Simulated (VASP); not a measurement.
# As (Cmce) in VASP: settings compared

As is run at these levels: PBE, r2SCAN; tasks: single point.

All numbers are computed with VASP 6.6.1; they aren't measurements. Logs are shortened: lines on timing, memory, paths and dates and some standing lists are left out, and cuts for length are marked.

## Step 1: The cell of the first run

Symmetry: Cmce, No. 64, orthorhombic system. The conventional cell has a = 3.524 Å, b = 10.620 Å, c = 4.316 Å, α = 90.00°, β = 90.00°, γ = 90.00°. As (site symmetry m) has 5 As at 2.39 to 3.20 Å within 3.3 Å.

## Step 2: Single point, PBE

The input, INCAR:

```
PREC     = Accurate       # precision mode
ENCUT    = 520            # plane-wave cutoff, eV
EDIFF    = 1E-7           # SCF threshold, eV
ISMEAR   = 0              # smearing method
SIGMA    = 0.05           # smearing width, eV
LREAL    = False          # projectors in reciprocal space
LASPH    = True           # aspherical terms in the spheres
NELM     = 80             # most SCF steps
ALGO     = Normal         # electronic algorithm
ISIF     = 2              # what is computed and relaxed
LWAVE    = False          # write WAVECAR
LCHARG   = False          # write CHGCAR
GGA      = PE             # functional
NBANDS   = 18             # bands
```

The input, KPOINTS:

```
Automatic mesh
0
Gamma
  10 8 10
```

The input, POSCAR:

```
As
1.0
    3.5240362538      0.0000000000      0.0000000000
    0.0000000000      0.0000000000     -4.3157375492
   -1.7620181269      5.3101916153      0.0000000000
As
4
Direct
    0.8900000000      0.9400000000      0.7800000000
    0.3900000000      0.5600000000      0.7800000000
    0.1100000000      0.0600000000      0.2200000000
    0.6100000000      0.4400000000      0.2200000000
```

Potentials or basis: VASP PAW PBE potentials, release 64 (As).

Started as:

```sh
> cat potpaw_PBE.64/As/POTCAR > POTCAR
> mpirun -np 1 vasp_std > vasp.out
```

OUTCAR:

```text
PREC = Accurate
   ENCUT = 520
   EDIFF = 1E-7
   ISMEAR = 0
   LREAL = False
   LASPH = True
   NELM = 80
   ISIF = 2
   GGA = PE

 ion  position               nearest neighbor table
   1  0.890  0.940  0.780-   3 2.39   2 2.41   2 2.41
   2  0.390  0.560  0.780-   4 2.39   1 2.41   1 2.41
   3  0.110  0.060  0.220-   1 2.39   4 2.41   4 2.41
   4  0.610  0.440  0.220-   2 2.39   3 2.41   3 2.41

  LATTYP: Found a base centered orthorhombic cell.
 ALAT       =     3.5240362538
 B/A-ratio  =     3.0136986301
 C/A-ratio  =     1.2246575343

  Lattice vectors:

 A1 = (  -1.7620181269,  -5.3101916153,   0.0000000000)
 A2 = (  -1.7620181269,   5.3101916153,   0.0000000000)
 A3 = (   0.0000000000,   0.0000000000,  -4.3157375492)

Analysis of symmetry for initial positions (statically):
=====================================================================
 Subroutine PRICEL returns:
 Original cell was already a primitive cell.

 Routine SETGRP: Setting up the symmetry group for a
 base centered orthorhombic supercell.

 Subroutine GETGRP returns: Found  8 space group operations
 (whereof  4 operations were pure point group operations)
 out of a pool of  8 trial point group operations.

The static configuration has the point symmetry C_2h.
 The point group associated with its full space group is D_2h.

Analysis of symmetry for dynamics (positions and initial velocities):
=====================================================================
 Subroutine PRICEL returns:
 Original cell was already a primitive cell.

 Routine SETGRP: Setting up the symmetry group for a
 base centered orthorhombic supercell.

 Subroutine GETGRP returns: Found  8 space group operations
 (whereof  4 operations were pure point group operations)
 out of a pool of  8 trial point group operations.

The dynamic configuration has the point symmetry C_2h.
 The point group associated with its full space group is D_2h.

 Subroutine INISYM returns: Found  8 space group operations
 (whereof  4 operations are pure point group operations),
 and found     1 'primitive' translations

----------------------------------------------------------------------------------------

                                     Primitive cell

  volume of cell :      80.7617

  direct lattice vectors                    reciprocal lattice vectors
     3.524036254  0.000000000  0.000000000     0.283765526  0.094158561  0.000000000
[... 90 lines left out ...]
   EDIFF  = 0.1E-06   stopping-criterion for ELM
   LREAL  =      F    real-space projection
   EDIFFG = 0.1E-05   stopping-criterion for IOM
   NSW    =      0    number of steps for IOM
   IBRION =     -1    ionic relax: 0-MD 1-quasi-New 2-CG
   NFREE  =      0    steps in history (QN), initial steepest desc. (CG)
   ISIF   =      2    stress and relaxation
   ISYM   =      2    0-nonsym 1-usesym 2-fastsym
   POTIM  = 0.5000    time-step for ionic-motion
   TEBEG  =    0.0;   TEEND  =   0.0 temperature during run
   PSTRESS=    0.0 pullay stress
   NELECT =      20.0000    total number of electrons
   NUPDOWN=      -1.0000    fix difference up-down
   EMIN   =  10.00;   EMAX   =-10.00  energy-range for DOS
   EFERMI =   0.00;   METHOD = LEGACY
   ISMEAR =     0;   SIGMA  =   0.05  broadening in eV -4-tet -1-fermi 0-gaus
   EFERMI_NEDOS =   21; number of points for ismear=-14 and -15
   IALGO  =     38    algorithm
   IMIX   =      4    mixing-type and parameters
     AMIX     =   0.40;   BMIX     =  1.00
     AMIX_MAG =   1.60;   BMIX_MAG =  1.00
  volume/ion in A,a.u.               =      20.19       136.25
  Fermi-wavevector in a.u.,A,eV,Ry     =   1.028055  1.942742 14.379955  1.056897
  Thomas-Fermi vector in A             =   2.162032
   LORBIT       =      0    0 simple, 1 ext, 2 COOP (PROOUT), +10 PAW based schemes
   GGA     = PE    functional components
   LHFCALC =     F    Hartree Fock is set to
   AEXX    =    0.0000 exact exchange contribution
   IVDW    =     0    specifies the selected vdW correction
   LEPSILON=     F    determine dielectric tensor
   LRPA    =     F    only Hartree local field effects (RPA)
 non-spin polarized calculation
 Gauss-broadening in eV      SIGMA  =   0.05
  energy-cutoff  :      520.00
  volume of cell :       80.76
 maximum number of plane-waves:      2212
 NGX is ok and might be reduce to    28
   NGX = 13   NGY = 17   NGZ = 21

 number of electron      20.0000001 magnetization

 Free energy of the ion-electron system (eV)
  ---------------------------------------------------
  ext. energy  EPLUGINS =         0.00000000
  ---------------------------------------------------
  free energy    TOTEN  =       -18.10157267 eV

  energy without entropy =      -18.10093668  energy(sigma->0) =      -18.10125468

 E-fermi :   6.0483     XC(G=0): -10.2213

 val. band max:        6.0294222932   @ k =   0.0000   0.3750   0.3000
 cond. band min:       6.0703144906   @ k =   0.3000   0.0000   0.2000
 fundamental gap:      0.0408921974
 Fermi energy:         6.0483278399

 k-point     1 :       0.0000    0.0000    0.0000
  band No.  band energies     occupation
      1      -9.8086      2.00000
      2      -6.6150      2.00000
      3      -3.6058      2.00000
      4      -0.8759      2.00000
      5       0.4225      2.00000
      6       1.0559      2.00000
[... 481 lines left out ...]
      5       0.0294      2.00000
      6       0.0294      2.00000
[... 10 lines left out ...]
     17      13.1563      0.00000
     18      13.1563      0.00000

 [... further k-points ...]

------------------------ aborting loop because EDIFF is reached ----------------------------------------

  FORCE on cell =-STRESS in cart. coord.  units (eV):
  Direction    XX          YY          ZZ          XY          YZ          ZX
  --------------------------------------------------------------------------------------
  -------------------------------------------------------------------------------------
  Total        7.4861313      6.6501687      5.9670633      0.0000000     -0.0000000      0.0000000
  in kB      148.5123039    131.9282067    118.3765388      0.0000000     -0.0000000      0.0000000
  external PRESSURE =     132.9390165 kB  Pullay stress =       0.0000000 kB

 VOLUME and BASIS-vectors are now :
 -----------------------------------------------------------------------------
  energy-cutoff  :      520.00
  volume of cell :       80.76
      direct lattice vectors                 reciprocal lattice vectors
     3.524036254  0.000000000  0.000000000     0.283765526  0.094158561  0.000000000
     0.000000000  0.000000000 -4.315737549     0.000000000  0.000000000 -0.231710105
    -1.762018127  5.310191615  0.000000000     0.000000000  0.188317122  0.000000000

 POSITION                                       TOTAL-FORCE (eV/Angst)
 -----------------------------------------------------------------------------------
      1.76202      4.14195     -4.05679         0.000000     -0.943479     -0.657776
      0.00000      4.14195     -2.41681         0.000000     -0.943479      0.657776
      0.00000      1.16824     -0.25894        -0.000000      0.943479      0.657776
      1.76202      1.16824     -1.89892        -0.000000      0.943479     -0.657776
 -----------------------------------------------------------------------------------
    total drift:                                0.000000     -0.000000      0.000000

  FREE ENERGIE OF THE ION-ELECTRON SYSTEM (eV)
  ---------------------------------------------------
  free  energy   TOTEN  =       -18.1015726720 eV

  energy  without entropy=      -18.1009366839  energy(sigma->0) =      -18.10125468
```

stdout:

```text
POSCAR found type information on POSCAR As
 POSCAR found :  1 types and       4 ions
 scaLAPACK will be used
 LDA part: xc-table for (Slater+PW92), standard interpolation
 POSCAR, INCAR and KPOINTS ok, starting setup
 FFT: planning ... GRIDC
 FFT: planning ... GRID_SOFT
 FFT: planning ... GRID
 WAVECAR not read
 entering main loop
```

Wall time 4.1 min (1 thread of Intel Xeon 8259CL, shared host); peak memory 0.3 GiB.

What came out:

```yaml
Free_energy: -18.1016 eV
Pressure: 13.3 GPa
Largest_force: 1.150 eV/Å
Band_gap_on_the_k_mesh: zero (bands 10 and 11 overlap by 0.22 eV)
```

Forces in eV/Å, atoms in the order of the input:
```
As   0.000 -0.943 -0.658
As   0.000 -0.943  0.658
As   0.000  0.943  0.658
As   0.000  0.943 -0.658
```

Caveat: the cell stands under pressure; this functional lacks dispersion, which binds the layers, so the pressure and a relaxed spacing across them are unreliable; forces of over 1 eV/Å act on the atoms, so gaps and moduli don't describe the material at rest.

## Step 3: Single point, PBE

This run uses another cell than the first one, of 22.43 Å³/atom.

The input, INCAR:

```
ALGO = Normal
EDIFF = 1E-7
ENCUT = 520
GGA = PE
ISIF = 2
ISMEAR = 0
LASPH = True
LCHARG = False
LREAL = False
LWAVE = False
NBANDS = 18
NELM = 80
PREC = Accurate
SIGMA = 0.05
```

The input, KPOINTS:

```
k-points
0
Gamma
  10 8 10
```

The input, POSCAR:

```
As
1.0
    3.6500000000      0.0000000000      0.0000000000
    0.0000000000      0.0000000000     -4.4700000000
   -1.8250000000      5.5000000000      0.0000000000
As
4
Direct
    0.8900000000      0.9400000000      0.7800000000
    0.3900000000      0.5600000000      0.7800000000
    0.1100000000      0.0600000000      0.2200000000
    0.6100000000      0.4400000000      0.2200000000
```

Potentials or basis: VASP PAW PBE potentials, release 64 (As).

Started as:

```sh
> cat potpaw_PBE.64/As/POTCAR > POTCAR
> mpirun -np 1 vasp_std > vasp.out
```

Run time: 5.3 min. Hardware: 1 thread of Intel Xeon 8259CL, shared host; peak memory 0.34 GiB.

The run converged. Its results:

- Free energy: -18.5432 eV
- Pressure: 3.3 GPa
- Largest force: 0.165 eV/Å
- Band gap on the k mesh: zero (bands 10 and 11 overlap by 0.01 eV)

Forces in eV/Å, atoms in the order of the input:
```
As   0.000 -0.165  0.009
As   0.000 -0.165 -0.009
As   0.000  0.165 -0.009
As   0.000  0.165  0.009
```

Stress tensor (GPa, compression positive):
```
4.15 0.00 0.00
0.00 3.23 0.00
0.00 0.00 2.54
```

Levels at points of the mesh, in eV from the Fermi level:
```
           k point  band 8  band 9  band 10  band 11  band 12  band 13
(0.00, 0.00, 0.00)   -2.26   -1.89    -1.07     1.95     2.02     2.50
(0.50, 0.00, 0.00)   -2.53   -2.37    -2.37     0.84     0.84     1.03
(0.00, 0.50, 0.00)   -2.00   -0.62    -0.62     1.02     1.02     2.06
(0.50, 0.50, 0.00)   -4.66   -1.84    -1.84     1.98     1.98     4.60
(0.00, 0.00, 0.50)   -1.69   -1.28    -0.35     0.11     1.95     2.38
(0.00, 0.50, 0.50)   -1.91   -1.11    -1.11     1.47     1.47     1.77
```

Caveat: the cell stands under pressure; this functional lacks dispersion, which binds the layers, so the pressure and a relaxed spacing across them are unreliable.

## Step 4: Single point, r2SCAN

This run uses another cell than the first one, of 22.43 Å³/atom.

POSCAR is that of step 3.

The input, INCAR.step1:

```
SYSTEM = As
PREC     = Accurate       ! precision mode
ENCUT    = 520            ! plane-wave cutoff, eV
ISMEAR   = 0              ! smearing method
SIGMA    = 0.05           ! smearing width, eV
LREAL    = .FALSE.        ! projectors in reciprocal space
LASPH    = .TRUE.         ! aspherical terms in the spheres
NELM     = 60             ! most SCF steps
NBANDS   = 18             ! bands
GGA      = PE             ! functional
ALGO     = Normal         ! electronic algorithm
EDIFF    = 1E-4           ! SCF threshold, eV
LWAVE    = .TRUE.         ! write WAVECAR
LCHARG   = .FALSE.        ! write CHGCAR
```

The input, INCAR.step2:

```
SYSTEM = As
PREC     = Accurate       ! precision mode
ENCUT    = 520            ! plane-wave cutoff, eV
EDIFF    = 1E-7           ! SCF threshold, eV
ISMEAR   = 0              ! smearing method
SIGMA    = 0.05           ! smearing width, eV
LREAL    = .FALSE.        ! projectors in reciprocal space
LASPH    = .TRUE.         ! aspherical terms in the spheres
NELM     = 60             ! most SCF steps
ALGO     = Normal         ! electronic algorithm
ISIF     = 2              ! what is computed and relaxed
LWAVE    = .FALSE.        ! write WAVECAR
LCHARG   = .TRUE.         ! write CHGCAR
METAGGA  = R2SCAN         ! meta-GGA
LMIXTAU  = .TRUE.       
LELF     = .TRUE.         ! ELF
LVHAR    = .TRUE.       
NBANDS   = 18             ! bands
ISTART   = 1
```

The input, KPOINTS:

```
regular mesh
0
G
  10 8 10
  0 0 0
```

Potentials or basis: VASP PAW PBE potentials, release 64 (As).

Started as:

```sh
> cat potpaw_PBE.64/As/POTCAR > POTCAR
> cp INCAR.step1 INCAR
> mpirun -np 1 vasp_std > vasp.out
> cp INCAR.step2 INCAR
> mpirun -np 1 vasp_std > vasp.out
```

OUTCAR:

```text
SYSTEM = As
   PREC = Accurate
   ENCUT = 520
   EDIFF = 1E-7
   ISMEAR = 0
   LREAL = .FALSE.
   LASPH = .TRUE.
   NELM = 60
   ISIF = 2
   METAGGA = R2SCAN
   ISTART = 1

 ion  position               nearest neighbor table
   1  0.890  0.940  0.780-   3 2.48   2 2.49   2 2.49
   2  0.390  0.560  0.780-   4 2.48   1 2.49   1 2.49
   3  0.110  0.060  0.220-   1 2.48   4 2.49   4 2.49
   4  0.610  0.440  0.220-   2 2.48   3 2.49   3 2.49

  LATTYP: Found a base centered orthorhombic cell.
 ALAT       =     3.6500000000
 B/A-ratio  =     3.0136986301
 C/A-ratio  =     1.2246575342

  Lattice vectors:

 A1 = (  -1.8250000000,  -5.5000000000,   0.0000000000)
 A2 = (  -1.8250000000,   5.5000000000,   0.0000000000)
 A3 = (   0.0000000000,   0.0000000000,  -4.4700000000)

Analysis of symmetry for initial positions (statically):
=====================================================================
 Subroutine PRICEL returns:
 Original cell was already a primitive cell.

 Routine SETGRP: Setting up the symmetry group for a
 base centered orthorhombic supercell.

 Subroutine GETGRP returns: Found  8 space group operations
 (whereof  4 operations were pure point group operations)
[... 173 lines left out ...]
 cond. band min:       4.6997943713   @ k =   0.1000   0.0000   0.4000
 fundamental gap:      0.0779063610
 Fermi energy:         4.6636883574

 k-point     1 :       0.0000    0.0000    0.0000
  band No.  band energies     occupation
      1     -10.7950      2.00000
      2      -7.8982      2.00000
      3      -5.1214      2.00000
      4      -1.6449      2.00000
      5      -1.5152      2.00000
      6       0.1749      2.00000
[... 481 lines left out ...]
      5      -0.8706      2.00000
      6      -0.8706      2.00000
[... 10 lines left out ...]
     17      11.9322      0.00000
     18      11.9322      0.00000

 [... further k-points ...]

------------------------ aborting loop because EDIFF is reached ----------------------------------------

  FORCE on cell =-STRESS in cart. coord.  units (eV):
  Direction    XX          YY          ZZ          XY          YZ          ZX
  --------------------------------------------------------------------------------------
  -------------------------------------------------------------------------------------
  Total        1.2536075      0.6071277      0.6122212      0.0000000      0.0000000      0.0000000
  in kB       22.3825254     10.8399574     10.9308987      0.0000000      0.0000000      0.0000000
  external PRESSURE =      14.7177938 kB  Pullay stress =       0.0000000 kB

 VOLUME and BASIS-vectors are now :
 -----------------------------------------------------------------------------
  energy-cutoff  :      520.00
  volume of cell :       89.74
      direct lattice vectors                 reciprocal lattice vectors
     3.650000000  0.000000000  0.000000000     0.273972603  0.090909091  0.000000000
     0.000000000  0.000000000 -4.470000000     0.000000000  0.000000000 -0.223713647
    -1.825000000  5.500000000  0.000000000     0.000000000  0.181818182  0.000000000

 POSITION                                       TOTAL-FORCE (eV/Angst)
 -----------------------------------------------------------------------------------
      1.82500      4.29000     -4.20180        -0.000000      0.133643      0.327871
      0.00000      4.29000     -2.50320        -0.000000      0.133643     -0.327871
      0.00000      1.21000     -0.26820         0.000000     -0.133643     -0.327871
      1.82500      1.21000     -1.96680         0.000000     -0.133643      0.327871
 -----------------------------------------------------------------------------------
    total drift:                                0.000000     -0.000000     -0.000000

  FREE ENERGIE OF THE ION-ELECTRON SYSTEM (eV)
  ---------------------------------------------------
  free  energy   TOTEN  =       -58.7461858448 eV

  energy  without entropy=      -58.7459823554  energy(sigma->0) =      -58.74608410
```

OSZICAR.step1:

```text
N       E                     dE             d eps       ncg     rms          rms(c)
DAV:   1     0.657358892287E+02    0.65736E+02   -0.78852E+03  5580   0.926E+02
DAV:   2    -0.141873776576E+02   -0.79923E+02   -0.76849E+02  7676   0.142E+02
DAV:   3    -0.185675101331E+02   -0.43801E+01   -0.43521E+01  6868   0.344E+01
DAV:   4    -0.185994153516E+02   -0.31905E-01   -0.31887E-01  6680   0.331E+00
DAV:   5    -0.185995566532E+02   -0.14130E-03   -0.14129E-03  6610   0.236E-01    0.477E+00
DAV:   6    -0.185625582275E+02    0.36998E-01   -0.16053E-02  6266   0.714E-01    0.286E+00
DAV:   7    -0.185428969211E+02    0.19661E-01   -0.35483E-02  5966   0.108E+00    0.125E-01
DAV:   8    -0.185430524527E+02   -0.15553E-03   -0.10183E-03  6116   0.174E-01    0.540E-02
DAV:   9    -0.185431611846E+02   -0.10873E-03   -0.19165E-04  5340   0.783E-02    0.183E-02
DAV:  10    -0.185431606223E+02    0.56227E-06   -0.10209E-05  3144   0.196E-02
   1 F= -.18543161E+02 E0= -.18542838E+02  d E =-.645871E-03
```

Run time: 20 min. Hardware: 1 thread of Intel Xeon 8259CL, shared host; peak memory 0.35 GiB.

Results:

```yaml
Free_energy: -58.7462 eV
Pressure: 1.5 GPa
Largest_force: 0.354 eV/Å
```

Forces on the atoms (eV/Å):
```
As   0.000  0.134  0.328
As   0.000  0.134 -0.328
As   0.000 -0.134 -0.328
As   0.000 -0.134  0.328
```

Caveat: the PAW data sets were made with another functional, which shifts forces and pressure a little.

## Step 5: The runs side by side

```csv
level,cell,gap on the mesh (eV),pressure (GPa),largest force (eV/Å)
PBE,"a = 3.524, b = 4.316, c = 5.595 Å, angles 90.0, 108.4, 90.0°, 4 atoms",none,13.3,1.15
PBE,"a = 3.650, b = 4.470, c = 5.795 Å, angles 90.0, 108.4, 90.0°, 4 atoms",none,3.3,0.17
r2SCAN,"a = 3.650, b = 4.470, c = 5.795 Å, angles 90.0, 108.4, 90.0°, 4 atoms",-,1.5,0.35
```

Alike in all rows: task single point; potentials or basis VASP PAW PBE potentials, release 64 (As); no spin polarisation; k mesh 10 × 8 × 10; cutoff (eV) 520; smearing gaussian 0.05 eV.

Caveats: the cell stands under pressure (at least some runs); this functional lacks dispersion, which binds the layers, so the pressure and a relaxed spacing across them are unreliable (at least some runs); forces of over 1 eV/Å act on the atoms, so gaps and moduli don't describe the material at rest (at least some runs); the PAW data sets were made with another functional, which shifts forces and pressure a little (at least some runs).

Absolute energies hang on the potentials; compare differences alone.
